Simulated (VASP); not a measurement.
# Zn (I4_1/amd) in VASP: notebook, part 2 of 2

VASP 6.6.1. Earlier steps stand in the parts before.

## 3. Relaxation of cell and atoms, PBE, target pressure 54 GPa, at which the enthalpy is minimised

This run uses another cell than the first one, of 11.74 Å³/atom.

Contents of INCAR:

```
  ALGO = Normal
  EDIFF = 1E-6
  EDIFFG = -0.005
  ENCUT = 600
  GGA = PE
  IBRION = 2
  ISIF = 3
  ISMEAR = -1
  LASPH = T
  LCHARG = F
  LREAL = F
  LWAVE = F
  NELM = 80
  NSW = 32
  PREC = Accurate
  PSTRESS = 540.0
  SIGMA = 0.05
```

Contents of KPOINTS:

```
k-points
0
Gamma
  18 18 18
```

Contents of POSCAR:

```
Zn
1.0
   -2.2622397767      2.2622397767      1.1471481153
    2.2622397767     -2.2622397767      1.1471481153
    2.2622397767      2.2622397767     -1.1471481153
Zn
2
Direct
   -0.3750000000     -0.1250000000     -0.2500000000
    0.3750000000      0.1250000000      0.2500000000
```

Potentials or basis: VASP PAW PBE potentials, release 64 (Zn).

Launch:

```sh
$ cat potpaw_PBE.64/Zn/POTCAR > POTCAR
$ mpirun -np 1 vasp_std > vasp.out
```

OUTCAR:

```text
EDIFF = 1E-6
   EDIFFG = -0.005
   ENCUT = 600
   GGA = PE
   IBRION = 2
   ISIF = 3
   ISMEAR = -1
   LASPH = T
   LREAL = F
   NELM = 80
   NSW = 32
   PREC = Accurate
   PSTRESS = 540.0

 ion  position               nearest neighbor table
   1  0.625  0.875  0.750-   2 2.33   2 2.33   2 2.33   2 2.33   2 2.84   2 2.84   2 2.84   2 2.84

   2  0.375  0.125  0.250-   1 2.33   1 2.33   1 2.33   1 2.33   1 2.84   1 2.84   1 2.84   1 2.84

  LATTYP: Found a body centered tetragonal cell.
 ALAT       =     4.5244795534
 C/A-ratio  =     0.5070851141

  Lattice vectors:

 A1 = (  -2.2622397767,   2.2622397767,   1.1471481153)
 A2 = (   2.2622397767,  -2.2622397767,   1.1471481153)
 A3 = (   2.2622397767,   2.2622397767,  -1.1471481153)

Analysis of symmetry for initial positions (statically):
=====================================================================
 Subroutine PRICEL returns:
 Original cell was already a primitive cell.

 Routine SETGRP: Setting up the symmetry group for a
 body centered tetragonal supercell.

 Subroutine GETGRP returns: Found 16 space group operations
 (whereof  4 operations were pure point group operations)
 out of a pool of 16 trial point group operations.

The static configuration has the point symmetry C_2h.
 The point group associated with its full space group is D_4h.

Analysis of symmetry for dynamics (positions and initial velocities):
=====================================================================
 Subroutine PRICEL returns:
 Original cell was already a primitive cell.

 Routine SETGRP: Setting up the symmetry group for a
 body centered tetragonal supercell.

 Subroutine GETGRP returns: Found 16 space group operations
 (whereof  4 operations were pure point group operations)
 out of a pool of 16 trial point group operations.

The dynamic configuration has the point symmetry C_2h.
 The point group associated with its full space group is D_4h.

 Subroutine INISYM returns: Found 16 space group operations
 (whereof  4 operations are pure point group operations),
 and found     1 'primitive' translations

----------------------------------------------------------------------------------------

                                     Primitive cell

  volume of cell :      23.4832

  direct lattice vectors                    reciprocal lattice vectors
    -2.262239777  2.262239777  1.147148115     0.000000000  0.221019896  0.435863506
     2.262239777 -2.262239777  1.147148115     0.221019896  0.000000000  0.435863506
     2.262239777  2.262239777 -1.147148115     0.221019896  0.221019896  0.000000000

  length of vectors
     3.398736002  3.398736002  3.398736002     0.488699080  0.488699080  0.312569334

  position of ions in fractional coordinates (direct lattice)
     0.625000000  0.875000000  0.750000000
     0.375000000  0.125000000  0.250000000

  ion indices of the primitive-cell ions
   primitive index   ion index
                 1           1
                 2           2

----------------------------------------------------------------------------------------

 KPOINTS: k-points

Automatic generation of k-mesh.
 Grid dimensions read from file:
 generate k-points for:   18   18   18

 Generating k-lattice:

  Cartesian coordinates                     Fractional coordinates (reciprocal lattice)
     0.000000000  0.012278883  0.024214639     0.055555556 -0.000000000  0.000000000
     0.012278883  0.000000000  0.024214639    -0.000000000  0.055555556  0.000000000
     0.012278883  0.012278883  0.000000000     0.000000000  0.000000000  0.055555556

  Length of vectors
     0.027149949  0.027149949  0.017364963

  Shift w.r.t. Gamma in fractional coordinates (k-lattice)
     0.000000000  0.000000000  0.000000000

 Subroutine IBZKPT returns following result:
 ===========================================

 Found    480 irreducible k-points:

 Following reciprocal coordinates:
            Coordinates               Weight
  0.000000  0.000000  0.000000      1.000000
  0.055556  0.000000  0.000000      8.000000
  0.111111  0.000000  0.000000      8.000000
  0.166667  0.000000  0.000000      8.000000
  0.222222 -0.000000  0.000000      8.000000
  0.277778 -0.000000  0.000000      8.000000
[... 16 lines left out ...]
 -0.277778  0.055556 -0.000000     16.000000
 -0.222222  0.055556 -0.000000     16.000000
 [... further k-points ...]
   k-points           NKPTS =    480   k-points in BZ     NKDIM =    480   number of bands    NBANDS=     16
   number of dos      NEDOS =    301   number of ions     NIONS =      2
   total plane-waves  NPLWV =  21952
   dimension x,y,z NGX =    28 NGY =   28 NGZ =   28
   dimension x,y,z NGXF=    56 NGYF=   56 NGZF=   56
   ions per type =               2
   NGX,Y,Z   is equivalent  to a cutoff of  13.70, 13.70, 13.70 a.u.
   NGXF,Y,Z  is equivalent  to a cutoff of  27.39, 27.39, 27.39 a.u.
 SYSTEM =  unknown system
   PREC   = accura    normal or accurate (medium, high low for compatibility)
   ISTART =      0    job   : 0-new  1-cont  2-samecut
   ICHARG =      2    charge: 1-file 2-atom 10-const
   ISPIN  =      1    spin polarized calculation?
   LNONCOLLINEAR =      F non collinear calculations
   LSORBIT =      F    spin-orbit coupling
   LASPH  =      T    aspherical Exc in radial PAW
   ENCUT  =  600.0 eV  44.10 Ry    6.64 a.u.   6.79  6.79  6.79*2*pi/ulx,y,z
   NELM   =     80;   NELMIN=  2; NELMDL= -5     # of ELM steps
   EDIFF  = 0.1E-05   stopping-criterion for ELM
   LREAL  =      F    real-space projection
   EDIFFG = -.5E-02   stopping-criterion for IOM
   NSW    =     32    number of steps for IOM
   IBRION =      2    ionic relax: 0-MD 1-quasi-New 2-CG
   NFREE  =      1    steps in history (QN), initial steepest desc. (CG)
   ISIF   =      3    stress and relaxation
   ISYM   =      2    0-nonsym 1-usesym 2-fastsym
   POTIM  = 0.5000    time-step for ionic-motion
   TEBEG  =    0.0;   TEEND  =   0.0 temperature during run
   PSTRESS=  540.0 pullay stress
   NELECT =      24.0000    total number of electrons
   NUPDOWN=      -1.0000    fix difference up-down
   EMIN   =  10.00;   EMAX   =-10.00  energy-range for DOS
   EFERMI =   0.00;   METHOD = LEGACY
   ISMEAR =    -1;   SIGMA  =   0.05  broadening in eV -4-tet -1-fermi 0-gaus
   EFERMI_NEDOS =   21; number of points for ismear=-14 and -15
   IALGO  =     38    algorithm
   IMIX   =      4    mixing-type and parameters
     AMIX     =   0.40;   BMIX     =  1.00
     AMIX_MAG =   1.60;   BMIX_MAG =  1.00
  volume/ion in A,a.u.               =      11.74        79.24
  Fermi-wavevector in a.u.,A,eV,Ry     =   1.649022  3.116199 36.997942  2.719272
  Thomas-Fermi vector in A             =   2.738212
   LORBIT       =      0    0 simple, 1 ext, 2 COOP (PROOUT), +10 PAW based schemes
   GGA     = PE    functional components
   LHFCALC =     F    Hartree Fock is set to
   AEXX    =    0.0000 exact exchange contribution
   IVDW    =     0    specifies the selected vdW correction
   LEPSILON=     F    determine dielectric tensor
   LRPA    =     F    only Hartree local field effects (RPA)
 conjugate gradient relaxation of ions
 non-spin polarized calculation
  energy-cutoff  :      600.00
  volume of cell :       23.48
 maximum number of plane-waves:       802
   NGX = 13   NGY = 13   NGZ = 13

--------------------------------------- Ionic step        1  -------------------------------------------

 number of electron      23.9999987 magnetization

 Free energy of the ion-electron system (eV)
  ---------------------------------------------------
  ext. energy  EPLUGINS =         0.00000000
  ---------------------------------------------------
  free energy    TOTEN  =        -0.55009531 eV

  energy without entropy =       -0.54615919  energy(sigma->0) =       -0.54812725

------------------------ aborting loop because EDIFF is reached ----------------------------------------

  FORCE on cell =-STRESS in cart. coord.  units (eV):
  Direction    XX          YY          ZZ          XY          YZ          ZX
  --------------------------------------------------------------------------------------
  -------------------------------------------------------------------------------------
  Total        8.0402386      8.0402386      8.0955779      0.0000000     -0.0000000     -0.0000000
  in kB      548.5582691    548.5582691    552.3338758      0.0000000     -0.0000000     -0.0000000
  external PRESSURE =       9.8168047 kB  Pullay stress =     540.0000000 kB
[... 215 lines left out ...]
--------------------------------------- Ionic step        7  -------------------------------------------

 number of electron      23.9999987 magnetization

 Free energy of the ion-electron system (eV)
  ---------------------------------------------------
  ext. energy  EPLUGINS =         0.00000000
  ---------------------------------------------------
  free energy    TOTEN  =        -0.57761247 eV

  energy without entropy =       -0.57365355  energy(sigma->0) =       -0.57563301

 E-fermi :   5.2884     XC(G=0): -12.9142

 val. band max:        5.2644498051   @ k =  -0.1667  -0.4444   0.1667
 cond. band min:       5.2886365369   @ k =  -0.1667  -0.3333   0.0556
 fundamental gap:      0.0241867317
 Fermi energy:         5.2884235830

 k-point     1 :       0.0000    0.0000    0.0000
  band No.  band energies     occupation
      1      -7.4477      2.00000
      2      -4.6625      2.00000
      3      -4.4145      2.00000
      4      -4.3669      2.00000
      5      -4.1553      2.00000
      6      -2.6578      2.00000
[... 433 lines left out ...]
      3      -4.2942      2.00000
      4      -3.9246      2.00000
      5      -3.8273      2.00000
      6      -3.1417      2.00000
[... 8 lines left out ...]
     15      14.9029      0.00000
     16      17.9928      0.00000

 [... further k-points ...]
[... 5 lines left out ...]
  --------------------------------------------------------------------------------------
  -------------------------------------------------------------------------------------
  Total        7.9405651      7.9405651      7.9475783      0.0000000      0.0000000     -0.0000000
  in kB      539.8992270    539.8992270    540.3760731      0.0000000      0.0000000     -0.0000000
  external PRESSURE =       0.0581757 kB  Pullay stress =     540.0000000 kB
[... 21 lines left out ...]
  energy  without entropy=       -0.5736535500  energy(sigma->0) =       -0.57563301

  enthalpy is  TOTEN    =         7.3644347377 eV   P V=        7.9420472106

 reached required accuracy - stopping structural energy minimisation
```

OSZICAR:

```text
N       E                     dE             d eps       ncg     rms          rms(c)
DAV:   1     0.991976188943E+02    0.99198E+02   -0.13981E+04 16000   0.280E+03
DAV:   2     0.173994507969E+01   -0.97458E+02   -0.96126E+02 15720   0.323E+02
DAV:   3    -0.902154475536E+00   -0.26421E+01   -0.26372E+01 18320   0.645E+01
[... 43 lines left out ...]
DAV:   5    -0.577034545981E+00   -0.15341E-06   -0.62623E-07  7960   0.108E-02
   6 F= 0.73644350E+01 E0= 0.73664149E+01  d E =-.125269E-05
       N       E                     dE             d eps       ncg     rms          rms(c)
DAV:   1    -0.577614550784E+00   -0.58016E-03   -0.23746E-05 17376   0.981E-02    0.101E-02
DAV:   2    -0.577612805295E+00    0.17455E-05   -0.59773E-06 15768   0.594E-02    0.376E-03
DAV:   3    -0.577612472896E+00    0.33240E-06   -0.13424E-07  7936   0.607E-03
   7 F= 0.73644347E+01 E0= 0.73664142E+01  d E =-.154222E-05
```

It took 15 min on 1 thread of Intel Xeon Platinum 8375C at 2.90GHz (Ice Lake), shared host; peak memory 0.32 GiB.

What came out:

| Quantity | Value |
| --- | --- |
| Free energy | -0.5776 eV |
| Relaxed volume | 11.78 Å³/atom |
| Relaxed cell | a = 3.402 Å, b = 3.402 Å, c = 3.402 Å, α = 96.55°, β = 96.55°, γ = 140.53° |
| Space group after relaxing (to 0.1 Å) | I4_1/amd (No. 141) |
| Energy change on relaxing (the run minimises the enthalpy) | -13.8 meV/atom |
| Ionic steps | 7 |
| Pressure after relaxing | 54.0 GPa |
| Band gap on the k mesh | zero (bands 12 and 13 overlap by 7.58 eV) |

Step by step:
| step | energy change (eV) | largest force (eV/Å) | pressure (GPa) | volume (Å³) |
| --- | --- | --- | --- | --- |
| 1 | 0.0000 | 0.0000 | 54.98 | 23.48 |
| 2 | -0.0820 | 0.0000 | 52.14 | 23.73 |
| 3 | -0.0285 | 0.0000 | 54.02 | 23.57 |
| 4 | -0.0295 | 0.0000 | 53.92 | 23.57 |
| 5 | -0.0232 | 0.0000 | 54.20 | 23.55 |
| 6 | -0.0269 | 0.0000 | 54.07 | 23.56 |
| 7 | -0.0275 | 0.0000 | 54.01 | 23.56 |

Final structure:
```
CELL_PARAMETERS angstrom
-2.26437 2.26437 1.14893
2.26437 -2.26437 1.14893
2.26437 2.26437 -1.14893
ATOMIC_POSITIONS crystal
Zn 0.62500 0.87500 0.75000
Zn 0.37500 0.12500 0.25000
```

Caveat: the cell is relaxed towards a set pressure, so the run minimises the enthalpy, not the energy.

The gap in the log of VASP goes by the Fermi energy; the results here count the filled bands.